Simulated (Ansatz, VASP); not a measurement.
**Zr3Si2: VASP beside Ansatz**

```
Zr Si
1.0
     7.06558    0.00000    0.00000
     0.00000    7.06558    0.00000
     0.00000    0.00000    3.64449
Zr Si
6 4
Direct
  0.17448 0.67448 0.50000
  0.82552 0.32552 0.50000
  0.32552 0.17448 0.50000
  0.67448 0.82552 0.50000
  0.02693 0.99127 0.00000
  0.50000 0.50000 0.00000
  0.62239 0.12239 0.00000
  0.37761 0.87761 0.00000
  0.87761 0.62239 0.00000
  0.12239 0.37761 0.00000
```

Alike in both runs: task single point; functional PBEsol; k mesh 6 × 6 × 12; occupations gaussian, width 0.15 eV; no spin polarisation.

```csv
,VASP,Ansatz
version,VASP 6.6.1,Ansatz 0.2.0
potentials or method,"VASP PAW PBE potentials, release 64 (Zr_sv, Si), cutoff 520 eV","scalar-relativistic, plane waves, PAW"
valence electrons in the cell,88,88
```

|  | VASP | Ansatz | Ansatz less VASP |
| --- | --- | --- | --- |
| gap on the k mesh at the Fermi level (eV) | none | none | - |
| pressure (GPa) | 0.7 | 0.6 | -0.17 |
| traceless stress, the component that is largest in VASP (GPa) | 0.59 | 0.58 | -0.007 |
| rms of the force components (eV/Å) | 0.508 | 0.506 | -0.0022 |

VASP's potentials were made for PBE, not for PBEsol. Atom by atom the forces differ by 0.003 eV/Å (rms over components). A gap of «none» marks a metal or a gap that the smearing closes. The functional is the same, so the differences come from potentials, cutoffs and numerics.
